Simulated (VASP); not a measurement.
Here is a VASP 6.6.1 calculation.

The input POSCAR:

```
CaO
1.0
    2.7597904419      0.0000000000      0.0000000000
    0.0000000000      2.7597904419      0.0000000000
    0.0000000000      0.0000000000      2.9032089648
Ca O
1 1
Direct
    0.0000000000      0.0000000000      0.0000000000
    0.5000000000      0.5000000000      0.5000000000
```

Contents of INCAR.step1:

```
SYSTEM = CaO
  PREC = Accurate
  ENCUT = 910
  ISMEAR = 0
  SIGMA = 0.01
  LREAL = .False.
  LASPH = .True.
  NELM = 120
  NBANDS = 15
  GGA = PE
  ALGO = Normal
  EDIFF = 1E-5
  LWAVE = .True.
  LCHARG = .False.
  GGA_COMPAT = .False.
```

Contents of INCAR.step2:

```
SYSTEM = CaO
  PREC = Accurate
  ENCUT = 910
  EDIFF = 1E-6
  ISMEAR = 0
  SIGMA = 0.01
  LREAL = .False.
  LASPH = .True.
  NELM = 120
  ALGO = Normal
  ISIF = 2
  LWAVE = .False.
  LCHARG = .False.
  METAGGA = R2SCAN
  LMIXTAU = .True.
  NBANDS = 15
  ISTART = 1
  GGA_COMPAT = .False.
```

KPOINTS

```
regular mesh
0
Gamma
  8 8 8
  0 0 0
```

Potentials or basis: VASP PAW PBE potentials, release 64 (Ca_sv, O_h).

Run with:

```sh
$ cat potpaw_PBE.64/Ca_sv/POTCAR potpaw_PBE.64/O_h/POTCAR > POTCAR
$ cp INCAR.step1 INCAR
$ mpirun -np 1 vasp_std > vasp.out
$ cp INCAR.step2 INCAR
$ mpirun -np 1 vasp_std > vasp.out
```

Estimate the pressure.

16.9 GPa.

Predict the band gap on the k mesh.

3.03 eV (least direct gap 3.29 eV).

Stress tensor (GPa, compression positive):
```
24.52  0.00  0.00
 0.00 24.52  0.00
 0.00  0.00  1.53
```

Caveat: the cell differs from its parent crystal (biaxial xy strain -4.9%); the cutoff is under 1.25 times the usual one of these potentials, so pressure, stress and relaxed cells hold a basis-set (Pulay) error; the cell stands under pressure; the PAW data sets were made with another functional, which shifts forces and pressure a little. A k mesh can miss the band edges.
